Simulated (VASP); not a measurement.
Ir3Rh, 4 atoms in the cell. Symmetry: Pm-3m, No. 221, cubic system. The conventional cell has a = 3.840 Å, b = 3.840 Å, c = 3.840 Å, α = 90.00°, β = 90.00°, γ = 90.00°. Within 3.6 Å of Ir (site symmetry 4/mmm) lie 8 Ir at 2.72 Å and 4 Rh at 2.72 Å. Within 3.6 Å of Rh (site symmetry m-3m) lie 12 Ir at 2.72 Å. 

| Item | Value |
| --- | --- |
| Program | VASP 6.6.1 |
| Task | relaxation of the atoms |
| Functional | r2SCAN |
| Potentials or basis | VASP PAW PBE potentials, release 64 (Ir, Rh_pv) |
| Cutoff | 500 eV |
| k mesh | 4 × 4 × 4 |
| Occupations | fermi-dirac, width 0.15 eV |
| Spin | no spin polarisation |
| Dipole correction | no |
| Further INCAR settings | ALGO = Normal; EDIFF = 1e-07; IBRION = 2; EDIFFG = -0.02; NSW = 80 |

Potentials or basis: VASP PAW PBE potentials, release 64 (Ir, Rh_pv).

The run is started by

```bash
$ cat potpaw_PBE.64/Ir/POTCAR potpaw_PBE.64/Rh_pv/POTCAR > POTCAR
$ cp INCAR.step1 INCAR
$ mpirun -np 1 vasp_std > vasp.out
$ cp INCAR.step2 INCAR
$ mpirun -np 1 vasp_std > vasp.out
```

Hardware: 1 thread of Intel(R) Xeon(R) 6975P-C (Granite Rapids), with other jobs on the host.

Task: Estimate the wall time of this run.

Result: Wall time 29 s on 1 thread of Intel(R) Xeon(R) 6975P-C (Granite Rapids) (shared host), peak memory 0.17 GiB. Counts: k points 10, ion steps 1.
